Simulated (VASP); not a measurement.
# AlGa3N4 (P-43m) in VASP: notebook

AlGa3N4 is run at these levels: LDA; tasks: single point.

Program: VASP 6.6.1. These are calculated values, not measurements. Logs are shortened: lines on timing, memory, paths and dates and some standing lists are left out, and cuts for length are marked.

**1. The cell of the first run**

The structure is cubic, space group P-43m (No. 215). Conventional cell: a = 4.427 Å, b = 4.427 Å, c = 4.427 Å, α = 90.00°, β = 90.00°, γ = 90.00°. Al (site symmetry -43m) has 4 N at 1.88 Å within 2.5 Å. Ga (site symmetry -42m) has 4 N at 1.93 Å within 2.6 Å. Within 2.5 Å of N (site symmetry 3m) lie 1 Al at 1.88 Å and 3 Ga at 1.93 Å.

**2. Single point, LDA**

INCAR reads:

```
PREC     = Accurate       # precision mode
ENCUT    = 520            # plane-wave cutoff, eV
EDIFF    = 1E-6           # SCF threshold, eV
ISMEAR   = 0              # smearing method
SIGMA    = 0.05           # smearing width, eV
LREAL    = False          # projectors in reciprocal space
LASPH    = True           # aspherical terms in the spheres
NELM     = 60             # most SCF steps
ALGO     = Normal         # electronic algorithm
ISIF     = 2              # what is computed and relaxed
LWAVE    = False          # write WAVECAR
LCHARG   = True           # write CHGCAR
LELF     = True           # ELF
LVHAR    = True         
NBANDS   = 41             # bands
```

KPOINTS reads:

```
Automatic mesh
0
Gamma
  6 6 6
```

POSCAR reads:

```
AlGa3N4
1.0
    4.4267521656      0.0000000000      0.0000000000
    0.0000000000      4.4267521656      0.0000000000
    0.0000000000      0.0000000000      4.4267521656
Al Ga N
1 3 4
Direct
    0.0000000000      0.0000000000      0.0000000000
    0.5000000000      0.5000000000      0.0000000000
    0.5000000000      0.0000000000      0.5000000000
    0.0000000000      0.5000000000      0.5000000000
    0.7548078379      0.7548078379      0.2451921621
    0.7548078379      0.2451921621      0.7548078379
    0.2451921621      0.7548078379      0.7548078379
    0.2451921621      0.2451921621      0.2451921621
```

Potentials or basis: VASP PAW LDA potentials, release 64 (Al, Ga_d, N).

The run is started by

```bash
$ cat potpaw_LDA.64/Al/POTCAR potpaw_LDA.64/Ga_d/POTCAR potpaw_LDA.64/N/POTCAR > POTCAR
$ mpirun -np 1 vasp_std > vasp.out
```

OUTCAR:

```text
PREC = Accurate
   ENCUT = 520
   EDIFF = 1E-6
   ISMEAR = 0
   LREAL = False
   LASPH = True
   NELM = 60
   ISIF = 2

 ion  position               nearest neighbor table
   1  0.000  0.000  0.000-   5 1.88   6 1.88   7 1.88   8 1.88   3 3.13   4 3.13   2 3.13   3 3.13
                             4 3.13   2 3.13   4 3.13   4 3.13   2 3.13   3 3.13   3 3.13   2 3.13
   2  0.500  0.500  0.000-   5 1.93   6 1.93   7 1.93   8 1.93   1 3.13   1 3.13   1 3.13   1 3.13

   3  0.500  0.000  0.500-   5 1.93   6 1.93   7 1.93   8 1.93   1 3.13   1 3.13   1 3.13   1 3.13

   4  0.000  0.500  0.500-   5 1.93   6 1.93   7 1.93   8 1.93   1 3.13   1 3.13   1 3.13   1 3.13

   5  0.755  0.755  0.245-   1 1.88   2 1.93   3 1.93   4 1.93
   6  0.755  0.245  0.755-   1 1.88   2 1.93   3 1.93   4 1.93
   7  0.245  0.755  0.755-   1 1.88   2 1.93   3 1.93   4 1.93
   8  0.245  0.245  0.245-   1 1.88   2 1.93   3 1.93   4 1.93

  LATTYP: Found a simple cubic cell.
 ALAT       =     4.4267521656

  Lattice vectors:

 A1 = (   4.4267521656,   0.0000000000,   0.0000000000)
 A2 = (   0.0000000000,   4.4267521656,   0.0000000000)
 A3 = (   0.0000000000,   0.0000000000,   4.4267521656)

Analysis of symmetry for initial positions (statically):
=====================================================================
 Subroutine PRICEL returns:
 Original cell was already a primitive cell.

 Routine SETGRP: Setting up the symmetry group for a
 simple cubic supercell.

 Subroutine GETGRP returns: Found 24 space group operations
 (whereof 24 operations were pure point group operations)
 out of a pool of 48 trial point group operations.

The static configuration has the point symmetry T_d .

Analysis of symmetry for dynamics (positions and initial velocities):
=====================================================================
 Subroutine PRICEL returns:
 Original cell was already a primitive cell.

 Routine SETGRP: Setting up the symmetry group for a
 simple cubic supercell.

 Subroutine GETGRP returns: Found 24 space group operations
 (whereof 24 operations were pure point group operations)
 out of a pool of 48 trial point group operations.

The dynamic configuration has the point symmetry T_d .

 Subroutine INISYM returns: Found 24 space group operations
 (whereof 24 operations are pure point group operations),
 and found     1 'primitive' translations

----------------------------------------------------------------------------------------
[... 106 lines left out ...]
   ISIF   =      2    stress and relaxation
   ISYM   =      2    0-nonsym 1-usesym 2-fastsym
   POTIM  = 0.5000    time-step for ionic-motion
   TEBEG  =    0.0;   TEEND  =   0.0 temperature during run
   PSTRESS=    0.0 pullay stress
   NELECT =      62.0000    total number of electrons
   NUPDOWN=      -1.0000    fix difference up-down
   EMIN   =  10.00;   EMAX   =-10.00  energy-range for DOS
   EFERMI =   0.00;   METHOD = LEGACY
   ISMEAR =     0;   SIGMA  =   0.05  broadening in eV -4-tet -1-fermi 0-gaus
   EFERMI_NEDOS =   21; number of points for ismear=-14 and -15
   IALGO  =     38    algorithm
   IMIX   =      4    mixing-type and parameters
     AMIX     =   0.40;   BMIX     =  1.00
     AMIX_MAG =   1.60;   BMIX_MAG =  1.00
  volume/ion in A,a.u.               =      10.84        73.17
  Fermi-wavevector in a.u.,A,eV,Ry     =   1.463705  2.766001 29.149556  2.142432
  Thomas-Fermi vector in A             =   2.579768
   LORBIT       =      0    0 simple, 1 ext, 2 COOP (PROOUT), +10 PAW based schemes
   GGA     = CA    functional components
   LHFCALC =     F    Hartree Fock is set to
   AEXX    =    0.0000 exact exchange contribution
   IVDW    =     0    specifies the selected vdW correction
   LEPSILON=     F    determine dielectric tensor
   LRPA    =     F    only Hartree local field effects (RPA)
 non-spin polarized calculation
 Gauss-broadening in eV      SIGMA  =   0.05
  energy-cutoff  :      520.00
  volume of cell :       86.75
 maximum number of plane-waves:      2360
 NGX is ok and might be reduce to    36
   NGX = 17   NGY = 17   NGZ = 17

 number of electron      61.9999939 magnetization

 Free energy of the ion-electron system (eV)
  ---------------------------------------------------
  ext. energy  EPLUGINS =         0.00000000
  ---------------------------------------------------
  free energy    TOTEN  =       -58.19854586 eV

  energy without entropy =      -58.19854586  energy(sigma->0) =      -58.19854586

 E-fermi :   5.7407     XC(G=0): -12.0813

 val. band max:        5.4848073042   @ k =   0.0000   0.0000   0.0000
 cond. band min:       8.0562677952   @ k =   0.0000   0.0000   0.0000
 fundamental gap:      2.5714604910
 Fermi energy:         5.7406832232

 k-point     1 :       0.0000    0.0000    0.0000
  band No.  band energies     occupation
      1     -10.2968      2.00000
      2      -9.0029      2.00000
      3      -9.0029      2.00000
      4      -9.0029      2.00000
      5      -7.8010      2.00000
      6      -7.7737      2.00000
[... 869 lines left out ...]
     40      15.4606      0.00000
     41      15.4606      0.00000

------------------------ aborting loop because EDIFF is reached ----------------------------------------

  FORCE on cell =-STRESS in cart. coord.  units (eV):
  Direction    XX          YY          ZZ          XY          YZ          ZX
  --------------------------------------------------------------------------------------
  -------------------------------------------------------------------------------------
  Total        0.5810327      0.5810327      0.5810327      0.0000000      0.0000000     -0.0000000
  in kB       10.7313784     10.7313784     10.7313784      0.0000000      0.0000000     -0.0000000
  external PRESSURE =      10.7313784 kB  Pullay stress =       0.0000000 kB

 VOLUME and BASIS-vectors are now :
 -----------------------------------------------------------------------------
  energy-cutoff  :      520.00
  volume of cell :       86.75
      direct lattice vectors                 reciprocal lattice vectors
     4.426752166  0.000000000  0.000000000     0.225899251  0.000000000  0.000000000
     0.000000000  4.426752166  0.000000000     0.000000000  0.225899251  0.000000000
     0.000000000  0.000000000  4.426752166     0.000000000  0.000000000  0.225899251

 POSITION                                       TOTAL-FORCE (eV/Angst)
 -----------------------------------------------------------------------------------
      0.00000      0.00000      0.00000        -0.000000     -0.000000     -0.000000
      2.21338      2.21338      0.00000        -0.000000     -0.000000     -0.000000
      2.21338      0.00000      2.21338        -0.000000     -0.000000     -0.000000
      0.00000      2.21338      2.21338        -0.000000     -0.000000     -0.000000
      3.34135      3.34135      1.08540         0.018092      0.018092     -0.018092
      3.34135      1.08540      3.34135         0.018092     -0.018092      0.018092
      1.08540      3.34135      3.34135        -0.018092      0.018092      0.018092
      1.08540      1.08540      1.08540        -0.018092     -0.018092     -0.018092
 -----------------------------------------------------------------------------------
    total drift:                               -0.000000     -0.000000     -0.000000

  FREE ENERGIE OF THE ION-ELECTRON SYSTEM (eV)
  ---------------------------------------------------
  free  energy   TOTEN  =       -58.1985458610 eV

  energy  without entropy=      -58.1985458610  energy(sigma->0) =      -58.19854586
```

Wall time 35 s (1 thread of Intel Xeon 6975P-C (Granite Rapids), shared host); peak memory 0.2 GiB.

Results:

- Free energy: -58.1985 eV
- Pressure: 1.1 GPa
- Largest force: 0.031 eV/Å
- Band gap on the k mesh: 2.57 eV

Forces on the atoms (eV/Å):
```
Al   0.000  0.000  0.000
Ga   0.000  0.000  0.000
Ga   0.000  0.000  0.000
Ga   0.000  0.000  0.000
N    0.018  0.018 -0.018
N    0.018 -0.018  0.018
N   -0.018  0.018  0.018
N   -0.018 -0.018 -0.018
```

**3. Single point, LDA**

INCAR reads:

```
PREC = Accurate
ENCUT = 520
EDIFF = 1E-6
ISMEAR = 0
SIGMA = 0.05
LREAL = F
LASPH = T
NELM = 60
ALGO = Normal
ISIF = 2
LWAVE = F
LCHARG = T
GGA = CA
LELF = T
LVHAR = T
NBANDS = 41
```

KPOINTS reads:

```
regular mesh
0
Gamma
  6 6 6
```

POSCAR is that of step 2.

Potentials or basis: VASP PAW LDA potentials, release 64 (Al, Ga_d, N).

The run is started by

```bash
$ cat potpaw_LDA.64/Al/POTCAR potpaw_LDA.64/Ga_d/POTCAR potpaw_LDA.64/N/POTCAR > POTCAR
$ mpirun -np 1 vasp_std > vasp.out
```

Run time: 36 s. Hardware: 1 thread of Intel Xeon 6975P-C (Granite Rapids), shared host; peak memory 0.2 GiB.

The run converged. Its results:

- Free energy: -58.1985 eV
- Pressure: 1.1 GPa
- Largest force: 0.031 eV/Å
- Band gap on the k mesh: 2.57 eV

Forces on the atoms (eV/Å):
```
Al   0.000  0.000  0.000
Ga   0.000  0.000  0.000
Ga   0.000  0.000  0.000
Ga   0.000  0.000  0.000
N    0.018  0.018 -0.018
N    0.018 -0.018  0.018
N   -0.018  0.018  0.018
N   -0.018 -0.018 -0.018
```

Levels at points of the mesh, in eV from the valence-band top:
| k point | band 29 | band 30 | band 31 | band 32 | band 33 | band 34 |
| --- | --- | --- | --- | --- | --- | --- |
| (0.00, 0.00, 0.00) | 0.00 | 0.00 | 0.00 | 2.57 | 3.37 | 3.37 |
| (0.50, 0.00, 0.00) | -1.54 | -1.24 | -1.24 | 4.98 | 5.07 | 6.20 |
| (0.50, 0.50, 0.00) | -0.97 | -0.97 | -0.66 | 6.85 | 7.03 | 7.03 |
| (0.50, 0.50, 0.50) | -0.71 | -0.71 | -0.71 | 5.12 | 5.12 | 5.12 |
